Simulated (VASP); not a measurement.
Be4Ag:

```
CELL_PARAMETERS angstrom
0.00000 3.04418 3.04418
3.04418 0.00000 3.04418
3.04418 3.04418 0.00000
ATOMIC_POSITIONS crystal
Be 0.13745 0.13745 0.13745
Be 0.13745 0.13745 0.58766
Be 0.13745 0.58766 0.13745
Be 0.58766 0.13745 0.13745
Ag 0.75000 0.75000 0.75000
```

The cell was built from a structure type or drawn by symmetry, and may not be a known phase.

| Property | Result |
| --- | --- |
| Program | VASP 6.6.1 |
| Task | relaxation of cell and atoms |
| Functional | PBE |
| Potentials or basis | VASP PAW PBE potentials, release 64 (Be, Ag) |
| Cutoff | 600 eV |
| k mesh | 6 × 6 × 6 |
| Occupations | gaussian, width 0.1 eV |
| Spin | no spin polarisation |

At the start: pressure 5.4 GPa; volume 11.28 Å³/atom.

Task: How do energy, volume and symmetry change on relaxing?

Result: Over 4 steps the energy falls by 169.0 meV/atom and the volume is 11.55 Å³/atom (+2.4 %); space group F-43m (No. 216, to 0.1 Å) before and after.

Step by step:
| step | energy change (eV) | largest force (eV/Å) | pressure (GPa) | volume (Å³) |
| --- | --- | --- | --- | --- |
| 1 | 0.0000 | 3.3174 | 5.45 | 56.42 |
| 2 | -0.7977 | 0.5364 | -2.59 | 59.61 |
| 3 | -0.8362 | 0.0699 | -2.09 | 58.99 |
| 4 | -0.8451 | 0.0343 | -0.08 | 57.76 |

Final structure:
```xyz
5
Lattice="0.0000 3.0680 3.0680 3.0680 0.0000 3.0680 3.0680 3.0680 0.0000" Properties=species:S:1:pos:R:3 pbc="T T T"
Be    0.7654    0.7654    0.7654
Be    2.3026    2.3026    0.7654
Be    2.3026    0.7654    2.3026
Be    0.7654    2.3026    2.3026
Ag    4.6020    4.6020    4.6020
```
